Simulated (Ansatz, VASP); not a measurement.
# In3Cu: VASP beside Ansatz

INCAR

```
SYSTEM = In3Cu
PREC = Accurate
ENCUT = 520
EDIFF = 1E-6
ISMEAR = 0
SIGMA = 0.15
LREAL = .FALSE.
LASPH = .TRUE.
NELM = 80
ALGO = Fast
ISIF = 2
LWAVE = .FALSE.
LCHARG = .FALSE.
NBANDS = 33
```

KPOINTS

```
regular mesh
0
G
  10 10 10
  0 0 0
```

POSCAR

```
In3Cu
1.0
    4.2530384128      0.0380751680      0.0380751680
    0.0380751680      4.2530384128      0.0380751680
    0.0380751680      0.0380751680      4.2530384128
In Cu
3 1
Direct
    0.0000000000      0.5000000000      0.5000000000
    0.5000000000      0.0000000000      0.5000000000
    0.5000000000      0.5000000000      0.0000000000
    0.0000000000      0.0000000000      0.0000000000
```

Input for Ansatz:

```yaml
crystal:
  lattice:
    - [4.2530384128, 0.038075168, 0.038075168]
    - [0.038075168, 4.2530384128, 0.038075168]
    - [0.038075168, 0.038075168, 4.2530384128]
  atoms:
    - { symbol: In, position: [0.0, 0.5, 0.5] }
    - { symbol: In, position: [0.5, 0.0, 0.5] }
    - { symbol: In, position: [0.5, 0.5, 0.0] }
    - { symbol: Cu, position: [0.0, 0.0, 0.0] }
basis:
  ecutwfc: 520.0
kpoints:
  mp_grid: { grid: [10, 10, 10] }
hamiltonian:
  xc: lda
scf:
  occupations: { method: gaussian, width: 0.15 }
output:
  forces: true
  stress: true
  eigenvalues: true
```

Alike in both runs: task single point; functional LDA; k mesh 10 × 10 × 10; occupations gaussian, width 0.15 eV; no spin polarisation.

```csv
,VASP,Ansatz
version,VASP 6.6.1,Ansatz 0.2.0
potentials or method,"VASP PAW LDA potentials, release 64 (In_d, Cu), cutoff 520 eV","scalar-relativistic, plane waves, PAW"
valence electrons in the cell,50,58
```

|  | VASP | Ansatz | Ansatz less VASP |
| --- | --- | --- | --- |
| gap on the k mesh at the Fermi level (eV) | none | none | - |
| pressure (GPa) | 3.8 | 3.8 | +0.05 |
| traceless stress, the component that is largest in VASP (GPa) | -0.16 | -0.16 | +0.003 |

LDA's correlation is that of Perdew and Zunger in VASP and of Perdew and Wang (1992) in Ansatz. A gap of «none» marks a metal or a gap that the smearing closes. VASP's potentials hold 50 valence electrons a cell and Ansatz's 58, so a difference there can come from the potentials and not from the codes.
